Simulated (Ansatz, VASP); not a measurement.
**Rb: VASP beside Ansatz**

```
Rb
1.0
     4.78243    0.00000    0.00000
    -2.39122    4.14171    0.00000
     0.00000    0.00000    7.88599
Rb
2
Direct
  0.33333 0.66667 0.25000
  0.66667 0.33333 0.75000
```

Alike in both runs: task single point; functional LDA; k mesh 9 × 9 × 5; occupations fermi-dirac, width 0.1 eV; no spin polarisation.

```csv
,VASP,Ansatz
version,VASP 6.6.1,Ansatz 0.2.0
potentials or method,"VASP PAW LDA potentials, release 64 (Rb_sv), cutoff 520 eV","plane waves (420 eV) with PAW, scalar-relativistic"
valence electrons in the cell,18,18
```

```csv
,VASP,Ansatz,Ansatz less VASP
pressure (GPa),0.0,0.0,0.00
```

Ansatz warns that its potentials were made for another functional, while VASP's fit it. LDA's correlation is that of Perdew and Zunger in VASP and of Perdew and Wang (1992) in Ansatz.
